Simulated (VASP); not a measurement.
Runs of VASP 6.6.1 on Pd. The structure is that of space group P6/mmm (No. 191), or close to it. The cells are those of the table. 

```csv
task,potentials or basis,cell,cutoff (eV),second run,k mesh for the DOS,occupations for the DOS,gap on the mesh (eV),pressure (GPa)
single point,"VASP PAW PBE potentials, release 64 (Pd)","a = 2.551, b = 2.551, c = 2.477 Å, angles 90.0, 90.0, 120.0°, 1 atom",520,-,-,-,none,(a)
single point,"VASP PAW PBE potentials, release 64 (Pd)","a = 2.288, b = 2.288, c = 2.198 Å, angles 90.0, 90.0, 120.0°, 1 atom",520,-,-,-,none,275.3
single point,"VASP PAW PBE potentials, release 64 (Pd)","a = 2.184, b = 2.184, c = 2.091 Å, angles 90.0, 90.0, 120.0°, 1 atom",520,-,-,-,none,499.3
single point,"VASP PAW PBE potentials, release 64 (Pd_sv_GW)","a = 2.184, b = 2.184, c = 2.091 Å, angles 90.0, 90.0, 120.0°, 1 atom",540,valence_matched,-,-,none,506.5
single point,"VASP PAW PBE potentials, release 64 (Pd)","a = 2.470, b = 2.470, c = 2.389 Å, angles 90.0, 90.0, 120.0°, 1 atom",520,-,-,-,none,80.3
single point,"VASP PAW PBE potentials, release 64 (Pd_sv_GW)","a = 2.470, b = 2.470, c = 2.389 Å, angles 90.0, 90.0, 120.0°, 1 atom",540,valence_matched,-,-,none,(b)
single point,"VASP PAW PBE potentials, release 64 (Pd)","a = 2.626, b = 2.626, c = 2.560 Å, angles 90.0, 90.0, 120.0°, 1 atom",520,-,-,-,none,14.4
single point,"VASP PAW PBE potentials, release 64 (Pd_sv_GW)","a = 2.288, b = 2.288, c = 2.198 Å, angles 90.0, 90.0, 120.0°, 1 atom",540,valence_matched,-,-,none,275.4
```

Alike in all rows: level PBE; no spin polarisation; k mesh 16 × 16 × 15; smearing fermi-dirac 0.08 eV.

Estimate the missing entries.

(a) 38.9; (b) 78.4.

A k mesh can miss the band edges, and the runs leave out spin-orbit coupling on Pd.

A gap of «none» marks levels without a gap at the run's occupations.

The runs don't all hold the same shells in valence.
